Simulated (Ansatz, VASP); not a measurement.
H in VASP and in Ansatz

Contents of INCAR:

```
PREC = Accurate ; ENCUT = 600
EDIFF = 1E-6 ; ISMEAR = -1
SIGMA = 0.05 ; LREAL = F
LASPH = T ; NELM = 60
ALGO = Normal ; ISIF = 3
LWAVE = F ; LCHARG = F
GGA = RP ; IBRION = 2
NSW = 60 ; EDIFFG = -0.01
```

Contents of KPOINTS:

```
regular mesh
0
Gamma
  11 11 11
```

File POSCAR:

```
H
1.0
   -1.6915344700      1.6915344700      2.0584739900
    1.6915344700     -1.6915344700      2.0584739900
    1.6915344700      1.6915344700     -2.0584739900
H
2
Direct
    0.0901377100      0.0901377100      0.0000000000
    0.9098622900      0.9098622900      0.0000000000
```

input.yaml

```yaml
crystal:
  lattice:
    - [-1.69153447, 1.69153447, 2.05847399]
    - [1.69153447, -1.69153447, 2.05847399]
    - [1.69153447, 1.69153447, -2.05847399]
  atoms:
    - { symbol: H, position: [0.09013771, 0.09013771, 0.0] }
    - { symbol: H, position: [0.90986229, 0.90986229, 0.0] }
hamiltonian:
  xc: rpbe
  pseudopotentials: { kind: paw }
kpoints:
  mp_grid: { grid: [11, 11, 11] }
scf:
  occupations: { method: fermi_dirac, width: 0.05 }
output:
  forces: true
  stress: true
  eigenvalues: true
  write_density: true
  write_potential: true
  elf: true
  volumetric_format: npy
relax:
  f_tol: 0.01
  max_steps: 40
  cell: { stress_tol: 0.05 }
```

Alike in both runs: task relaxation of cell and atoms; functional RPBE; k mesh 11 × 11 × 11; occupations fermi-dirac, width 0.05 eV; no spin polarisation.

|  | VASP | Ansatz |
| --- | --- | --- |
| version | VASP 6.6.1 | Ansatz 0.2.0 |
| potentials or method | VASP PAW PBE potentials, release 64 (H) | Ansatz PAW |
| plane-wave cutoff (eV) | 600 | 420 |
| valence electrons in the cell | 2 | 2 |

|  | VASP | Ansatz | Ansatz less VASP |
| --- | --- | --- | --- |
| gap on the k mesh at the Fermi level, each at its own relaxed structure (eV) | 9.51 | 9.54 | +0.029 |
| relaxed volume (Å³/atom) | 15.78 | 19.05 | +3.268 |
| relaxed cell length with the largest relative difference (Å) | 3.477 | 3.705 | +0.2279 |

VASP's potentials were made for PBE, not for RPBE. One of these differences is far larger than is usual between the two programs; its cause wasn't traced.

Noted on VASP's run: the volume moved by over 15 % at a fixed basis, so the end points are rough. Noted on Ansatz's run: the potentials were made for another functional, which shifts forces and pressure; the volume moved by over 15 % at a fixed basis, so the end points are rough; odd divisions of the mesh miss points on the zone boundary, where band edges often lie, so the gap on the mesh can be too wide; the plane-wave basis is chosen anew once the cell has moved, so the energies of steps on either side of that aren't comparable.
